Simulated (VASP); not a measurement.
The system is HfN.

```
Hf N
1.0
     3.13391    0.00000    0.00000
    -1.56695    2.71404    0.00000
     0.00000    0.00000    5.41677
Hf N
2 2
Direct
  0.66667 0.33333 0.75000
  0.33333 0.66667 0.25000
  0.00000 0.00000 0.00000
  0.00000 0.00000 0.50000
```

| Item | Value |
| --- | --- |
| Program | VASP 6.6.1 |
| Task | relaxation of cell and atoms |
| Functional | PBEsol |
| Potentials or basis | VASP PAW PBE potentials, release 64 (Hf_pv, N) |
| Cutoff | 600 eV |
| k mesh | 9 × 9 × 5 |
| Occupations | fermi-dirac, width 0.1 eV |
| Spin | no spin polarisation |

At the start: pressure -4.6 GPa; volume 11.52 Å³/atom.

Q: Where does the relaxation end?

A: Over 3 steps the energy falls by 2.8 meV/atom and the volume is 11.33 Å³/atom (-1.6 %); space group P6_3/mmc (No. 194, to 0.05 Å).

The path:
```csv
step,energy change (eV),largest force (eV/Å),pressure (GPa),volume (Å³)
1,0.0000,0.0000,-4.58,46.07
2,0.0297,0.0000,9.58,43.91
3,-0.0111,0.0000,-0.04,45.32
```

Final structure:
```
Hf N
1.0
     3.11699    0.00000    0.00000
    -1.55849    2.69939    0.00000
     0.00000    0.00000    5.38626
Hf N
2 2
Direct
  0.66667 0.33333 0.75000
  0.33333 0.66667 0.25000
  0.00000 0.00000 0.00000
  0.00000 0.00000 0.50000
```

Caveat: the PAW data sets were made with another functional, which shifts forces and pressure a little.
